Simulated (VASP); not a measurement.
# SiC (P6_3mc) in VASP: notebook

SiC is run at these levels: PBEsol; tasks: electric field gradients.

Program: VASP 6.6.1. These are calculated values, not measurements. Logs are shortened: lines on timing, memory, paths and dates and some standing lists are left out, and cuts for length are marked.

## 1. The cell of the first run

It takes space group P6_3mc (No. 186, hexagonal). The conventional cell has a = 3.076 Å, b = 3.076 Å, c = 5.199 Å, α = 90.00°, β = 90.00°, γ = 120.00°. Si (site symmetry 3m) has 4 C at 1.87 to 2.00 Å within 2.5 Å. C (site symmetry 3m) has 4 Si at 1.87 to 2.00 Å within 2.5 Å.

## 2. Electric field gradients, PBEsol (zz strain of +3 %)

Input file INCAR:

```
PREC = Accurate ; ENCUT = 520
EDIFF = 1E-8 ; ISMEAR = -1
SIGMA = 0.08 ; LREAL = False
LASPH = True ; NELM = 100
ALGO = Normal ; ISIF = 2
LWAVE = False ; LCHARG = False
GGA = PS ; LEFG = True
NBANDS = 16
```

Input file KPOINTS:

```
Automatic mesh
0
Gamma
  15 15 8
```

Input file POSCAR:

```
SiC
1.0
    3.0759982064      0.0000000000      0.0000000000
   -1.5379991032      2.6638925888      0.0000000000
    0.0000000000      0.0000000000      5.1994400000
Si C
2 2
Direct
    0.3333333333      0.6666666667      0.0000000000
    0.6666666667      0.3333333333      0.5000000000
    0.3333333333      0.6666666667      0.3850000000
    0.6666666667      0.3333333333      0.8850000000
```

Potentials or basis: VASP PAW PBE potentials, release 64 (Si, C).

Started as:

```sh
$ cat potpaw_PBE.64/Si/POTCAR potpaw_PBE.64/C/POTCAR > POTCAR
$ mpirun -np 1 vasp_std > vasp.out
```

OUTCAR:

```text
PREC = Accurate
   ENCUT = 520
   EDIFF = 1E-8
   ISMEAR = -1
   LREAL = False
   LASPH = True
   NELM = 100
   ISIF = 2
   GGA = PS

 ion  position               nearest neighbor table
   1  0.333  0.667  0.000-   4 1.87   4 1.87   4 1.87   3 2.00   2 3.15   2 3.15   2 3.15   2 3.15
                             2 3.15   2 3.15
   2  0.667  0.333  0.500-   3 1.87   3 1.87   3 1.87   4 2.00   1 3.15   1 3.15   1 3.15   1 3.15
                             1 3.15   1 3.15
   3  0.333  0.667  0.385-   2 1.87   2 1.87   2 1.87   1 2.00
   4  0.667  0.333  0.885-   1 1.87   1 1.87   1 1.87   2 2.00

  LATTYP: Found a hexagonal cell.
 ALAT       =     3.0759982064
 C/A-ratio  =     1.6903260831

  Lattice vectors:

 A1 = (   3.0759982064,   0.0000000000,   0.0000000000)
 A2 = (  -1.5379991032,   2.6638925888,   0.0000000000)
 A3 = (   0.0000000000,   0.0000000000,   5.1994400000)

Analysis of symmetry for initial positions (statically):
=====================================================================
 Subroutine PRICEL returns:
 Original cell was already a primitive cell.

 Routine SETGRP: Setting up the symmetry group for a
 hexagonal supercell.

 Subroutine GETGRP returns: Found 12 space group operations
 (whereof  6 operations were pure point group operations)
 out of a pool of 24 trial point group operations.

The static configuration has the point symmetry C_3v.
 The point group associated with its full space group is C_6v.

Analysis of symmetry for dynamics (positions and initial velocities):
=====================================================================
 Subroutine PRICEL returns:
 Original cell was already a primitive cell.

 Routine SETGRP: Setting up the symmetry group for a
 hexagonal supercell.

 Subroutine GETGRP returns: Found 12 space group operations
 (whereof  6 operations were pure point group operations)
 out of a pool of 24 trial point group operations.

The dynamic configuration has the point symmetry C_3v.
 The point group associated with its full space group is C_6v.

 Subroutine INISYM returns: Found 12 space group operations
 (whereof  6 operations are pure point group operations),
 and found     1 'primitive' translations

----------------------------------------------------------------------------------------
[... 141 lines left out ...]
  free energy    TOTEN  =       -31.71020115 eV

  energy without entropy =      -31.71020114  energy(sigma->0) =      -31.71020114

 E-fermi :   9.0797     XC(G=0): -11.3706

 val. band max:        7.8893687020   @ k =   0.0000   0.0000   0.0000
 cond. band min:      10.1713100746   @ k =   0.3333   0.3333   0.0000
 fundamental gap:      2.2819413726
 Fermi energy:         9.0796922160

 k-point     1 :       0.0000    0.0000    0.0000
  band No.  band energies     occupation
      1      -7.4944      2.00000
      2      -4.3106      2.00000
      3      -0.5893      2.00000
      4       6.6417      2.00000
      5       6.6417      2.00000
      6       7.7691      2.00000
[... 433 lines left out ...]
      3       0.4791      2.00000
      4       1.6012      2.00000
      5       2.3424      2.00000
      6       3.3875      2.00000
[... 8 lines left out ...]
     15      18.4396      0.00000
     16      19.8355      0.00000

 [... further k-points ...]
[... 5 lines left out ...]
  --------------------------------------------------------------------------------------
  -------------------------------------------------------------------------------------
  Total        0.2988699      0.2988699     -4.3758202      0.0000000      0.0000000      0.0000000
  in kB       11.2391478     11.2391478   -164.5548514      0.0000000      0.0000000      0.0000000
  external PRESSURE =     -47.3588519 kB  Pullay stress =       0.0000000 kB

 VOLUME and BASIS-vectors are now :
 -----------------------------------------------------------------------------
  energy-cutoff  :      520.00
  volume of cell :       42.60
      direct lattice vectors                 reciprocal lattice vectors
     3.075998206  0.000000000  0.000000000     0.325097719  0.187695255  0.000000000
    -1.537999103  2.663892589  0.000000000     0.000000000  0.375390511  0.000000000
     0.000000000  0.000000000  5.199440000     0.000000000  0.000000000  0.192328405

 POSITION                                       TOTAL-FORCE (eV/Angst)
 -----------------------------------------------------------------------------------
     -0.00000      1.77593      0.00000        -0.000000      0.000000      0.850170
      1.53800      0.88796      2.59972         0.000000     -0.000000      0.850170
     -0.00000      1.77593      2.00178         0.000000      0.000000     -0.850170
      1.53800      0.88796      4.60150         0.000000     -0.000000     -0.850170
 -----------------------------------------------------------------------------------
    total drift:                               -0.000000      0.000000      0.000252

  FREE ENERGIE OF THE ION-ELECTRON SYSTEM (eV)
  ---------------------------------------------------
  free  energy   TOTEN  =       -31.7102011482 eV

  energy  without entropy=      -31.7102011375  energy(sigma->0) =      -31.71020114

 Electric field gradients (V/A^2)
---------------------------------------------------------------------
 ion       V_xx      V_yy      V_zz      V_xy      V_xz      V_yz
---------------------------------------------------------------------
   1     -12.916   -12.916    25.831    -0.000     0.000    -0.000
   2     -12.916   -12.916    25.831    -0.000    -0.000     0.000
   3      -3.601    -3.601     7.202    -0.000     0.000    -0.000
   4      -3.601    -3.601     7.202    -0.000    -0.000     0.000
---------------------------------------------------------------------

 Electric field gradients after diagonalization (V/A^2)
 (convention: |V_zz| > |V_xx| > |V_yy|)
----------------------------------------------------------------------
 ion       V_xx      V_yy      V_zz     asymmetry (V_yy - V_xx)/ V_zz
----------------------------------------------------------------------
   1     -12.916   -12.916    25.831       0.000
   2     -12.916   -12.916    25.831       0.000
   3      -3.601    -3.601     7.202       0.000
   4      -3.601    -3.601     7.202       0.000
----------------------------------------------------------------------

           NMR quadrupolar parameters

 Cq : quadrupolar parameter    Cq=e*Q*V_zz/h
 eta: asymmetry parameters     (V_yy - V_xx)/ V_zz
 Q  : nuclear electric quadrupole moment in mb (millibarn)
----------------------------------------------------------------------
 ion       Cq(MHz)       eta       Q (mb)
----------------------------------------------------------------------
   1       0.062       0.000       1.000
   2       0.062       0.000       1.000
   3       0.017       0.000       1.000
   4       0.017       0.000       1.000
----------------------------------------------------------------------
```

stdout:

```text
POSCAR found type information on POSCAR SiC
 POSCAR found :  2 types and       4 ions
 scaLAPACK will be used
 -----------------------------------------------------------------------------
|                                                                             |
|                                                                             |
|     You enforced a specific xc type in the INCAR file but a different       |
|     I HOPE YOU KNOW WHAT YOU ARE DOING!                                     |
|                                                                             |
 -----------------------------------------------------------------------------

 LDA part: xc-table for (Slater+PW92), standard interpolation
 POSCAR, INCAR and KPOINTS ok, starting setup
 FFT: planning ... GRIDC
 FFT: planning ... GRID_SOFT
 FFT: planning ... GRID
 WAVECAR not read
 entering main loop
ion   1

ion   2

ion   3

ion   4
```

Run time: 26 s. Hardware: 1 thread of Intel Xeon 6975P-C (Granite Rapids), shared host; peak memory 0.2 GiB.

Results:

```
Free energy            : -31.7102 eV
Pressure               : -4.7 GPa
Largest force          : 0.850 eV/Å
Band gap on the k mesh : 2.28 eV, indirect (least direct gap 4.18 eV)
```

Forces on the atoms (eV/Å):
```
Si   0.000  0.000  0.850
Si   0.000  0.000  0.850
C    0.000  0.000 -0.850
C    0.000  0.000 -0.850
```

Stress tensor (GPa, compression positive):
```
  1.12   0.00   0.00
  0.00   1.12   0.00
  0.00   0.00 -16.46
```

Electric field gradients, principal values (V/Å²):
| atom | least | middle | greatest (by size) |
| --- | --- | --- | --- |
| 1 Si | -12.916 | -12.916 | 25.831 |
| 2 Si | -12.916 | -12.916 | 25.831 |
| 3 C | -3.601 | -3.601 | 7.202 |
| 4 C | -3.601 | -3.601 | 7.202 |

Caveat: the cell differs from its parent crystal (zz strain of +3 %); without QUAD_EFG the Cq values of the log hold for a quadrupole moment of 1 mb, not for the nuclei; the PAW data sets were made with another functional, which shifts forces and pressure a little.

## 3. Electric field gradients, PBEsol (volume scaled by 0.94)

Input file INCAR:

```
  ALGO = Normal
  EDIFF = 1E-8
  ENCUT = 520
  GGA = PS
  ISIF = 2
  ISMEAR = -1
  LASPH = True
  LCHARG = False
  LEFG = True
  LREAL = False
  LWAVE = False
  NBANDS = 16
  NELM = 100
  PREC = Accurate
  SIGMA = 0.08
```

Input file KPOINTS:

```
k-points
0
Gamma
  15 15 8
```

Input file POSCAR:

```
SiC
1.0
    3.0132051134      0.0000000000      0.0000000000
   -1.5066025567      2.6095121751      0.0000000000
    0.0000000000      0.0000000000      4.9449506768
Si C
2 2
Direct
    0.3333333333      0.6666666667      0.0000000000
    0.6666666667      0.3333333333      0.5000000000
    0.3333333333      0.6666666667      0.3850000000
    0.6666666667      0.3333333333      0.8850000000
```

Potentials or basis: VASP PAW PBE potentials, release 64 (Si, C).

Started as:

```sh
$ cat potpaw_PBE.64/Si/POTCAR potpaw_PBE.64/C/POTCAR > POTCAR
$ mpirun -np 1 vasp_std > vasp.out
```

OUTCAR:

```text
EDIFF = 1E-8
   ENCUT = 520
   GGA = PS
   ISIF = 2
   ISMEAR = -1
   LASPH = True
   LREAL = False
   NELM = 100
   PREC = Accurate

 ion  position               nearest neighbor table
   1  0.333  0.667  0.000-   4 1.83   4 1.83   4 1.83   3 1.90   2 3.02   2 3.02   2 3.02   2 3.02
                             2 3.02   2 3.02
   2  0.667  0.333  0.500-   3 1.83   3 1.83   3 1.83   4 1.90   1 3.02   1 3.02   1 3.02   1 3.02
                             1 3.02   1 3.02
   3  0.333  0.667  0.385-   2 1.83   2 1.83   2 1.83   1 1.90
   4  0.667  0.333  0.885-   1 1.83   1 1.83   1 1.83   2 1.90

  LATTYP: Found a hexagonal cell.
 ALAT       =     3.0132051134
 C/A-ratio  =     1.6410932846

  Lattice vectors:

 A1 = (   3.0132051134,   0.0000000000,   0.0000000000)
 A2 = (  -1.5066025567,   2.6095121751,   0.0000000000)
 A3 = (   0.0000000000,   0.0000000000,   4.9449506768)

Analysis of symmetry for initial positions (statically):
=====================================================================
 Subroutine PRICEL returns:
 Original cell was already a primitive cell.

 Routine SETGRP: Setting up the symmetry group for a
 hexagonal supercell.

 Subroutine GETGRP returns: Found 12 space group operations
 (whereof  6 operations were pure point group operations)
 out of a pool of 24 trial point group operations.

The static configuration has the point symmetry C_3v.
 The point group associated with its full space group is C_6v.

Analysis of symmetry for dynamics (positions and initial velocities):
=====================================================================
 Subroutine PRICEL returns:
 Original cell was already a primitive cell.

[... 627 lines left out ...]
  FORCE on cell =-STRESS in cart. coord.  units (eV):
  Direction    XX          YY          ZZ          XY          YZ          ZX
  --------------------------------------------------------------------------------------
  -------------------------------------------------------------------------------------
  Total        4.5668103      4.5668103      2.6727870      0.0000000      0.0000000      0.0000000
  in kB      188.1800436    188.1800437    110.1348978      0.0000000      0.0000000      0.0000000
  external PRESSURE =     162.1649950 kB  Pullay stress =       0.0000000 kB

 VOLUME and BASIS-vectors are now :
 -----------------------------------------------------------------------------
  energy-cutoff  :      520.00
  volume of cell :       38.88
      direct lattice vectors                 reciprocal lattice vectors
     3.013205113  0.000000000  0.000000000     0.331872529  0.191606694  0.000000000
    -1.506602557  2.609512175  0.000000000     0.000000000  0.383213387  0.000000000
     0.000000000  0.000000000  4.944950677     0.000000000  0.000000000  0.202226486

 POSITION                                       TOTAL-FORCE (eV/Angst)
 -----------------------------------------------------------------------------------
     -0.00000      1.73967      0.00000         0.000000      0.000000      0.854150
      1.50660      0.86984      2.47248        -0.000000     -0.000000      0.854150
     -0.00000      1.73967      1.90381        -0.000000      0.000000     -0.854150
      1.50660      0.86984      4.37628         0.000000      0.000000     -0.854150
 -----------------------------------------------------------------------------------
    total drift:                               -0.000000      0.000000     -0.000002

  FREE ENERGIE OF THE ION-ELECTRON SYSTEM (eV)
  ---------------------------------------------------
  free  energy   TOTEN  =       -31.6609130212 eV

  energy  without entropy=      -31.6609129910  energy(sigma->0) =      -31.66091301

 Electric field gradients (V/A^2)
---------------------------------------------------------------------
 ion       V_xx      V_yy      V_zz      V_xy      V_xz      V_yz
---------------------------------------------------------------------
   1      -9.162    -9.162    18.324    -0.000    -0.000     0.000
   2      -9.162    -9.162    18.324    -0.000     0.000    -0.000
   3      -1.673    -1.673     3.346     0.000    -0.000     0.000
   4      -1.673    -1.673     3.346     0.000     0.000    -0.000
---------------------------------------------------------------------

 Electric field gradients after diagonalization (V/A^2)
 (convention: |V_zz| > |V_xx| > |V_yy|)
----------------------------------------------------------------------
 ion       V_xx      V_yy      V_zz     asymmetry (V_yy - V_xx)/ V_zz
----------------------------------------------------------------------
   1      -9.162    -9.162    18.324       0.000
   2      -9.162    -9.162    18.324       0.000
   3      -1.673    -1.673     3.346       0.000
   4      -1.673    -1.673     3.346       0.000
----------------------------------------------------------------------

           NMR quadrupolar parameters

 Cq : quadrupolar parameter    Cq=e*Q*V_zz/h
 eta: asymmetry parameters     (V_yy - V_xx)/ V_zz
 Q  : nuclear electric quadrupole moment in mb (millibarn)
----------------------------------------------------------------------
 ion       Cq(MHz)       eta       Q (mb)
----------------------------------------------------------------------
   1       0.044       0.000       1.000
   2       0.044       0.000       1.000
   3       0.008       0.000       1.000
   4       0.008       0.000       1.000
----------------------------------------------------------------------
```

OSZICAR:

```text
N       E                     dE             d eps       ncg     rms          rms(c)
DAV:   1     0.236752361626E+02    0.23675E+02   -0.72713E+03  4320   0.902E+02
DAV:   2    -0.332458753436E+02   -0.56921E+02   -0.52160E+02  6104   0.161E+02
DAV:   3    -0.356413350851E+02   -0.23955E+01   -0.23869E+01  5608   0.303E+01
DAV:   4    -0.356572427670E+02   -0.15908E-01   -0.15906E-01  5328   0.303E+00
DAV:   5    -0.356573844963E+02   -0.14173E-03   -0.14173E-03  5632   0.270E-01    0.134E+01
DAV:   6    -0.318389530905E+02    0.38184E+01   -0.63382E+00  5512   0.156E+01    0.625E+00
DAV:   7    -0.316936851380E+02    0.14527E+00   -0.11990E+00  6176   0.648E+00    0.254E+00
DAV:   8    -0.316643915312E+02    0.29294E-01   -0.60964E-02  5104   0.149E+00    0.630E-01
DAV:   9    -0.316607805345E+02    0.36110E-02   -0.72349E-03  5520   0.579E-01    0.111E-01
DAV:  10    -0.316609068855E+02   -0.12635E-03   -0.63188E-04  5240   0.152E-01    0.515E-02
DAV:  11    -0.316609130870E+02   -0.62016E-05   -0.27326E-05  5472   0.399E-02    0.121E-02
DAV:  12    -0.316609129880E+02    0.98975E-07   -0.26515E-06  5336   0.103E-02    0.364E-03
DAV:  13    -0.316609130250E+02   -0.36984E-07   -0.68374E-07  5704   0.501E-03    0.225E-03
DAV:  14    -0.316609130087E+02    0.16315E-07   -0.44581E-08  5104   0.143E-03    0.799E-04
DAV:  15    -0.316609130224E+02   -0.13672E-07   -0.39512E-09  3040   0.419E-04    0.300E-04
DAV:  16    -0.316609130212E+02    0.12142E-08   -0.11874E-09  2680   0.223E-04
   1 F= -.31660913E+02 E0= -.31660913E+02  d E =-.301553E-07
```

stdout:

```text
POSCAR found type information on POSCAR SiC
 POSCAR found :  2 types and       4 ions
 scaLAPACK will be used
 -----------------------------------------------------------------------------
|                                                                             |
|                                                                             |
|     You enforced a specific xc type in the INCAR file but a different       |
|     I HOPE YOU KNOW WHAT YOU ARE DOING!                                     |
|                                                                             |
 -----------------------------------------------------------------------------

 LDA part: xc-table for (Slater+PW92), standard interpolation
 POSCAR, INCAR and KPOINTS ok, starting setup
 FFT: planning ... GRIDC
 FFT: planning ... GRID_SOFT
 FFT: planning ... GRID
 WAVECAR not read
 entering main loop
ion   1

ion   2

ion   3

ion   4
```

Wall time 55 s (1 thread of Intel Xeon 6975P-C, shared host); peak memory 0.2 GiB.

Results:

* Free energy: -31.6609 eV
* Pressure: 16.2 GPa
* Largest force: 0.854 eV/Å
* Band gap on the k mesh: 2.04 eV, indirect (least direct gap 4.10 eV)

Forces on the atoms (eV/Å):
```
Si   0.000  0.000  0.854
Si   0.000  0.000  0.854
C    0.000  0.000 -0.854
C    0.000  0.000 -0.854
```

Stress tensor (GPa, compression positive):
```
18.82  0.00  0.00
 0.00 18.82  0.00
 0.00  0.00 11.01
```

Electric field gradients, principal values (V/Å²):
```tsv
atom	least	middle	greatest (by size)
1 Si	-9.162	-9.162	18.324
2 Si	-9.162	-9.162	18.324
3 C	-1.673	-1.673	3.346
4 C	-1.673	-1.673	3.346
```

Caveat: without QUAD_EFG the Cq values of the log hold for a quadrupole moment of 1 mb, not for the nuclei; the PAW data sets were made with another functional, which shifts forces and pressure a little.

(Continued in part 2 of 2.)
